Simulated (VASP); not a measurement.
A run of VASP 6.6.1:

The input INCAR:

```
PREC = Accurate
ENCUT = 520
EDIFF = 1E-6
ISMEAR = -1
SIGMA = 0.1
LREAL = False
LASPH = True
NELM = 80
ALGO = Normal
ISIF = 2
LWAVE = False
LCHARG = True
GGA = PE
LELF = True
LVHAR = True
NBANDS = 9
```

KPOINTS

```
Automatic mesh
0
Gamma
  13 13 13
```

The input POSCAR:

```
Te
1.0
   -1.8719520198      1.8719520198      1.8719520198
    1.8719520198     -1.8719520198      1.8719520198
    1.8719520198      1.8719520198     -1.8719520198
Te
1
Direct
    0.0000000000      0.0000000000      0.0000000000
```

Potentials or basis: VASP PAW PBE potentials, release 64 (Te).

Run with:

```bash
$ cat potpaw_PBE.64/Te/POTCAR > POTCAR
$ mpirun -np 1 vasp_std > vasp.out
```

Hardware: 1 thread of Intel Xeon 6975P-C, on a shared host.

Question: How long does it take, and how much memory?

Answer: Run time: 20 s on 1 thread of Intel Xeon 6975P-C, with other jobs on the host, peak memory 0.15 GiB. Counts: scf iterations 10, k points 84.
